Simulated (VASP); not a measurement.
BAs, 2 atoms in the cell. The structure is cubic, space group F-43m (No. 216). The conventional cell has a = 4.626 Å, b = 4.626 Å, c = 4.626 Å, α = 90.00°, β = 90.00°, γ = 90.00°. Within 2.7 Å of B (site symmetry -43m) lie 4 As at 2.00 Å. As (site symmetry -43m) has 4 B at 2.00 Å within 2.7 Å. 

| Item | Value |
| --- | --- |
| Program | VASP 6.6.1 |
| Task | vibrations by perturbation theory |
| Functional | PBE |
| Potentials or basis | VASP PAW PBE potentials, release 64 (B, As) |
| Cutoff | 500 eV |
| k mesh | 10 × 10 × 10 |
| Occupations | gaussian, width 0.01 eV |
| Spin | no spin polarisation |
| Dipole correction | no |
| Further INCAR settings | ALGO = Normal; EDIFF = 1e-08; IBRION = 8; NSW = 1 |

Potentials or basis: VASP PAW PBE potentials, release 64 (B, As).

The run is started by

```console
$ cat potpaw_PBE.64/B/POTCAR potpaw_PBE.64/As/POTCAR > POTCAR
$ mpirun -np 1 vasp_std > vasp.out
```

Hardware: 1 thread of Intel(R) Xeon(R) Platinum 8175M CPU @ 2.50GHz (Skylake/Cascade Lake) (shared host).

Question: Estimate the wall time of this run.

Answer: Wall time 3.1 min on 1 thread of Intel(R) Xeon(R) Platinum 8175M CPU @ 2.50GHz (Skylake/Cascade Lake) (shared host), peak memory 0.22 GiB. Counts: scf iterations 112, k points 47.
